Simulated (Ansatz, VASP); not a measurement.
**One calculation of Pb, two programs**

The input INCAR:

```
PREC = Accurate
ENCUT = 520
EDIFF = 1E-6
ISMEAR = -1
SIGMA = 0.05
LREAL = F
LASPH = T
NELM = 60
ALGO = Normal
ISIF = 2
LWAVE = F
LCHARG = T
GGA = RE
IVDW = 12
LELF = T
LVHAR = T
NBANDS = 13
```

File KPOINTS:

```
regular mesh
0
Gamma
  9 9 9
```

POSCAR

```
Pb
1.0
    0.0000000000      2.5075897876      2.5075897876
    2.5075897876      0.0000000000      2.5075897876
    2.5075897876      2.5075897876      0.0000000000
Pb
1
Direct
    0.0000000000      0.0000000000      0.0000000000
```

File input.yaml:

```yaml
crystal:
  lattice:
    - [0.0, 2.5075897876, 2.5075897876]
    - [2.5075897876, 0.0, 2.5075897876]
    - [2.5075897876, 2.5075897876, 0.0]
  atoms:
    - { symbol: Pb, position: [0.0, 0.0, 0.0] }
hamiltonian:
  xc: revpbe
  pseudopotentials: { kind: paw }
  dispersion: d3bj
kpoints:
  mp_grid: { grid: [9, 9, 9] }
scf:
  occupations: { method: fermi_dirac, width: 0.05 }
output:
  forces: true
  stress: true
  eigenvalues: true
```

Alike in both runs: task single point; functional revPBE; dispersion D3(BJ); k mesh 9 × 9 × 9; occupations fermi-dirac, width 0.05 eV; no spin polarisation.

```csv
,VASP,Ansatz
version,VASP 6.6.1,Ansatz 0.2.0
potentials or method,"VASP PAW PBE potentials, release 64 (Pb_d)",Ansatz PAW
plane-wave cutoff (eV),520,420
valence electrons in the cell,14,14
```

|  | VASP | Ansatz | Ansatz less VASP |
| --- | --- | --- | --- |
| gap on the k mesh at the Fermi level (eV) | none | none | - |
| pressure (GPa) | -2.2 | -2.1 | +0.04 |

VASP's potentials were made for PBE, not for revPBE. A gap of «none» marks a metal or a gap that the smearing closes.

Spin-orbit coupling is off throughout.
